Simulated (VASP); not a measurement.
# CO2 (I-42d) in VASP: single point with PBE

Aim: the single point of CO2 with PBE.

Everything below comes from runs of VASP 6.6.1. Logs are shortened: lines on timing, memory, paths and dates and some standing lists are left out, and cuts for length are marked.

### Step 1. The cell of the first run

Symmetry: I-42d, No. 122, tetragonal system. The conventional cell has a = 3.552 Å, b = 3.552 Å, c = 5.918 Å, α = 90.00°, β = 90.00°, γ = 90.00°. C (site symmetry -4) has 4 O at 1.38 Å within 1.8 Å. O (site symmetry 2) has 2 C at 1.38 Å within 1.8 Å.

### Step 2. Single point, PBE

Contents of INCAR:

```
SYSTEM = CO2
  PREC = Accurate
  ENCUT = 520
  EDIFF = 1E-7
  ISMEAR = -1
  SIGMA = 0.03
  LREAL = .False.
  LASPH = .True.
  NELM = 80
  ALGO = Normal
  ISIF = 2
  LWAVE = .False.
  LCHARG = .False.
  GGA = PE
  NBANDS = 25
  ISYM = 0
```

Contents of KPOINTS:

```
regular mesh
0
Gamma
  8 8 10
  0 0 0
```

Contents of POSCAR:

```
CO2
1.0
   -1.7759000000      1.7759000000      2.9592000000
    1.7759000000     -1.7759000000      2.9592000000
    1.7759000000      1.7759000000     -2.9592000000
C O
2 4
Direct
    0.0000000000      0.0000000000      0.0000000000
    0.7500000000      0.2500000000      0.5000000000
    0.3750000000      0.3390000000      0.4640000000
    0.6610000000      0.1250000000      0.0360000000
    0.8750000000      0.9110000000      0.5360000000
    0.0890000000      0.6250000000      0.9640000000
```

Potentials or basis: VASP PAW PBE potentials, release 64 (C, O).

The run is started by

```console
$ cat potpaw_PBE.64/C/POTCAR potpaw_PBE.64/O/POTCAR > POTCAR
$ mpirun -np 1 vasp_std > vasp.out
```

OUTCAR:

```text
SYSTEM = CO2
   PREC = Accurate
   ENCUT = 520
   EDIFF = 1E-7
   ISMEAR = -1
   LREAL = .False.
   LASPH = .True.
   NELM = 80
   ISIF = 2
   GGA = PE
   ISYM = 0

 ion  position               nearest neighbor table
   1  0.000  0.000  0.000-   5 1.38   4 1.38   3 1.38   6 1.38
   2  0.750  0.250  0.500-   4 1.38   3 1.38   5 1.38   6 1.38
   3  0.375  0.339  0.464-   1 1.38   2 1.38
   4  0.661  0.125  0.036-   2 1.38   1 1.38
   5  0.875  0.911  0.536-   1 1.38   2 1.38
   6  0.089  0.625  0.964-   1 1.38   2 1.38

IMPORTANT INFORMATION: All symmetrisations will be switched off!
NOSYMM: (Re-)initialisation of all symmetry stuff for point group C_1.

----------------------------------------------------------------------------------------

                                     Primitive cell

  volume of cell :      37.3311

  direct lattice vectors                    reciprocal lattice vectors
    -1.775900000  1.775900000  2.959200000     0.000000000  0.281547384  0.168964585
     1.775900000 -1.775900000  2.959200000     0.281547384  0.000000000  0.168964585
     1.775900000  1.775900000 -2.959200000     0.281547384  0.281547384  0.000000000

  length of vectors
     3.881302135  3.881302135  3.881302135     0.328356454  0.328356454  0.398168130

  position of ions in fractional coordinates (direct lattice)
     0.000000000  0.000000000  0.000000000
     0.750000000  0.250000000  0.500000000
     0.375000000  0.339000000  0.464000000
     0.661000000  0.125000000  0.036000000
     0.875000000  0.911000000  0.536000000
     0.089000000  0.625000000  0.964000000

  ion indices of the primitive-cell ions
   primitive index   ion index
                 1           1
                 2           2
                 3           3
                 4           4
                 5           5
                 6           6

----------------------------------------------------------------------------------------

 KPOINTS: regular mesh

Automatic generation of k-mesh.
 Grid dimensions read from file:
 generate k-points for:    8    8   10

 Generating k-lattice:

  Cartesian coordinates                     Fractional coordinates (reciprocal lattice)
     0.000000000  0.035193423  0.021120573     0.125000000  0.000000000 -0.000000000
     0.035193423  0.000000000  0.021120573     0.000000000  0.125000000 -0.000000000
     0.028154738  0.028154738  0.000000000     0.000000000  0.000000000  0.100000000

  Length of vectors
     0.041044557  0.041044557  0.039816813

  Shift w.r.t. Gamma in fractional coordinates (k-lattice)
     0.000000000  0.000000000  0.000000000

 -----------------------------------------------------------------------------
|                                                                             |
|           W    W    AA    RRRRR   N    N  II  N    N   GGGG   !!!           |
|           W    W   A  A   R    R  NN   N  II  NN   N  G    G  !!!           |
|           W    W  A    A  R    R  N N  N  II  N N  N  G       !!!           |
|           W WW W  AAAAAA  RRRRR   N  N N  II  N  N N  G  GGG   !            |
|           WW  WW  A    A  R   R   N   NN  II  N   NN  G    G                |
|           W    W  A    A  R    R  N    N  II  N    N   GGGG   !!!           |
|                                                                             |
|     Your reciprocal lattice and k-lattice belong to different lattice       |
|     classes:                                                                |
|                                                                             |
|        The reciprocal lattice is body-centered tetragonal,                  |
|        whereas your k-lattice is base-centered monoclinic.                  |
|                                                                             |
|     Results are often still useful ...                                      |
|                                                                             |
 -----------------------------------------------------------------------------

 WARNING: IBZKPT: internal override: KBLOWUP is changed to .FALSE.
      ... skipping the blow-up phase ...

 Subroutine IBZKPT returns following result:
 ===========================================

 Found    324 irreducible k-points:

 Following reciprocal coordinates:
            Coordinates               Weight
  0.000000  0.000000  0.000000      1.000000
  0.125000  0.000000 -0.000000      2.000000
  0.250000  0.000000 -0.000000      2.000000
  0.375000 -0.000000  0.000000      2.000000
  0.500000  0.000000 -0.000000      1.000000
  0.000000  0.125000 -0.000000      2.000000
[... 16 lines left out ...]
  0.125000  0.375000  0.000000      2.000000
  0.250000  0.375000  0.000000      2.000000
 [... further k-points ...]
   k-points           NKPTS =    324   k-points in BZ     NKDIM =    324   number of bands    NBANDS=     25
   number of dos      NEDOS =    301   number of ions     NIONS =      6
   total plane-waves  NPLWV =  27000
   dimension x,y,z NGX =    30 NGY =   30 NGZ =   30
   dimension x,y,z NGXF=    60 NGYF=   60 NGZF=   60
   ions per type =               2   4
   NGX,Y,Z   is equivalent  to a cutoff of  12.85, 12.85, 12.85 a.u.
   NGXF,Y,Z  is equivalent  to a cutoff of  25.70, 25.70, 25.70 a.u.
 SYSTEM =  CO2
   PREC   = accura    normal or accurate (medium, high low for compatibility)
   ISTART =      0    job   : 0-new  1-cont  2-samecut
   ICHARG =      2    charge: 1-file 2-atom 10-const
   ISPIN  =      1    spin polarized calculation?
   LNONCOLLINEAR =      F non collinear calculations
   LSORBIT =      F    spin-orbit coupling
   LASPH  =      T    aspherical Exc in radial PAW
   ENCUT  =  520.0 eV  38.22 Ry    6.18 a.u.   7.22  7.22  7.22*2*pi/ulx,y,z
   NELM   =     80;   NELMIN=  2; NELMDL= -5     # of ELM steps
   EDIFF  = 0.1E-06   stopping-criterion for ELM
   LREAL  =      F    real-space projection
   EDIFFG = 0.1E-05   stopping-criterion for IOM
   NSW    =      0    number of steps for IOM
   IBRION =     -1    ionic relax: 0-MD 1-quasi-New 2-CG
   NFREE  =      0    steps in history (QN), initial steepest desc. (CG)
   ISIF   =      2    stress and relaxation
   ISYM   =      0    0-nonsym 1-usesym 2-fastsym
   POTIM  = 0.5000    time-step for ionic-motion
   TEBEG  =    0.0;   TEEND  =   0.0 temperature during run
   PSTRESS=    0.0 pullay stress
   NELECT =      32.0000    total number of electrons
   NUPDOWN=      -1.0000    fix difference up-down
   EMIN   =  10.00;   EMAX   =-10.00  energy-range for DOS
   EFERMI =   0.00;   METHOD = LEGACY
   ISMEAR =    -1;   SIGMA  =   0.03  broadening in eV -4-tet -1-fermi 0-gaus
   EFERMI_NEDOS =   21; number of points for ismear=-14 and -15
   IALGO  =     38    algorithm
   IMIX   =      4    mixing-type and parameters
     AMIX     =   0.40;   BMIX     =  1.00
     AMIX_MAG =   1.60;   BMIX_MAG =  1.00
  volume/ion in A,a.u.               =       6.22        41.99
  Fermi-wavevector in a.u.,A,eV,Ry     =   1.555134  2.938776 32.904882  2.418441
  Thomas-Fermi vector in A             =   2.659119
   LORBIT       =      0    0 simple, 1 ext, 2 COOP (PROOUT), +10 PAW based schemes
   GGA     = PE    functional components
   LHFCALC =     F    Hartree Fock is set to
   AEXX    =    0.0000 exact exchange contribution
   IVDW    =     0    specifies the selected vdW correction
   LEPSILON=     F    determine dielectric tensor
   LRPA    =     F    only Hartree local field effects (RPA)
 non-spin polarized calculation
  energy-cutoff  :      520.00
  volume of cell :       37.33
 maximum number of plane-waves:      1024
 NGX is ok and might be reduce to    30
   NGX = 15   NGY = 15   NGZ = 15

 number of electron      31.9999987 magnetization

 Free energy of the ion-electron system (eV)
  ---------------------------------------------------
  ext. energy  EPLUGINS =         0.00000000
  ---------------------------------------------------
  free energy    TOTEN  =       -42.02832188 eV

  energy without entropy =      -42.02832188  energy(sigma->0) =      -42.02832188

 E-fermi :   5.7966     XC(G=0): -12.6061

 val. band max:        5.1584023042   @ k =   0.3750  -0.3750   0.3000
 cond. band min:      12.1991931047   @ k =   0.0000   0.0000   0.0000
 fundamental gap:      7.0407908006
 Fermi energy:         5.7966200803

 k-point     1 :       0.0000    0.0000    0.0000
  band No.  band energies     occupation
      1     -20.3423      2.00000
      2     -14.3082      2.00000
      3     -14.3082      2.00000
      4     -13.6116      2.00000
      5      -9.1404      2.00000
      6      -4.9237      2.00000
[... 17 lines left out ...]
     24      19.9239      0.00000
     25      22.0570      0.00000

 k-point     2 :       0.1250    0.0000   -0.0000
  band No.  band energies     occupation
      1     -20.2063      2.00000
      2     -14.5631      2.00000
      3     -14.3694      2.00000
      4     -13.7635      2.00000
      5      -8.8607      2.00000
      6      -4.9757      2.00000
[... 17 lines left out ...]
     24      20.0151      0.00000
     25      22.1979      0.00000

 k-point     3 :       0.2500    0.0000   -0.0000
  band No.  band energies     occupation
      1     -19.8201      2.00000
      2     -15.3411      2.00000
      3     -14.4740      2.00000
      4     -13.9730      2.00000
      5      -8.3134      2.00000
      6      -5.0408      2.00000
[... 552 lines left out ...]
 k-point    23 :       0.1250    0.3750    0.0000
  band No.  band energies     occupation
      1     -19.0154      2.00000
      2     -16.5220      2.00000
      3     -14.6531      2.00000
      4     -14.3056      2.00000
      5      -7.6789      2.00000
      6      -5.0892      2.00000
[... 17 lines left out ...]
     24      19.5181      0.00000
     25      23.1106      0.00000

 k-point    24 :       0.2500    0.3750    0.0000
  band No.  band energies     occupation
      1     -18.5659      2.00000
      2     -16.8568      2.00000
      3     -14.9053      2.00000
      4     -14.4748      2.00000
      5      -7.3120      2.00000
      6      -5.4405      2.00000
[... 17 lines left out ...]
     24      19.5049      0.00000
     25      23.3775      0.00000

 [... further k-points ...]

------------------------ aborting loop because EDIFF is reached ----------------------------------------

  FORCE on cell =-STRESS in cart. coord.  units (eV):
  Direction    XX          YY          ZZ          XY          YZ          ZX
  --------------------------------------------------------------------------------------
  -------------------------------------------------------------------------------------
  Total        8.7140480      8.7140483     10.7281565     -0.0000777     -0.0000406     -0.0000404
  in kB      373.9893258    373.9893386    460.4307916     -0.0033330     -0.0017425     -0.0017338
  external PRESSURE =     402.8031520 kB  Pullay stress =       0.0000000 kB

 VOLUME and BASIS-vectors are now :
 -----------------------------------------------------------------------------
  energy-cutoff  :      520.00
  volume of cell :       37.33
      direct lattice vectors                 reciprocal lattice vectors
    -1.775900000  1.775900000  2.959200000     0.000000000  0.281547384  0.168964585
     1.775900000 -1.775900000  2.959200000     0.281547384  0.000000000  0.168964585
     1.775900000  1.775900000 -2.959200000     0.281547384  0.281547384  0.000000000

 POSITION                                       TOTAL-FORCE (eV/Angst)
 -----------------------------------------------------------------------------------
      0.00000      0.00000      0.00000        -0.000004      0.000010     -0.000002
      0.00000      1.77590      1.47960         0.000010     -0.000004     -0.000002
      0.76009      0.88795      0.73980        -1.279481     -0.000012      0.000002
     -0.88795      1.01581      2.21940         0.000003      1.279486     -0.000000
      1.01581      0.88795      3.69900         1.279485      0.000003      0.000000
      2.66385      0.76009     -0.73980        -0.000012     -1.279482      0.000002
 -----------------------------------------------------------------------------------
    total drift:                                0.000004      0.000004      0.000002

  FREE ENERGIE OF THE ION-ELECTRON SYSTEM (eV)
  ---------------------------------------------------
  free  energy   TOTEN  =       -42.0283218841 eV

  energy  without entropy=      -42.0283218840  energy(sigma->0) =      -42.02832188
```

Wall time 3.7 min (1 thread of Intel Xeon Platinum 8488C (Sapphire Rapids), shared host); peak memory 0.33 GiB.

What came out:

| Property | Result |
| --- | --- |
| Free energy | -42.0283 eV |
| Pressure | 40.3 GPa |
| Largest force | 1.279 eV/Å |
| Band gap on the k mesh | 7.04 eV (least direct gap 7.13 eV) |

Forces in eV/Å, atoms in the order of the input:
```
C    0.000  0.000  0.000
C    0.000  0.000  0.000
O   -1.279  0.000  0.000
O    0.000  1.279  0.000
O    1.279  0.000  0.000
O    0.000 -1.279  0.000
```

Caveat: the cell stands under pressure; forces of over 1 eV/Å act on the atoms, so gaps and moduli don't describe the material at rest.
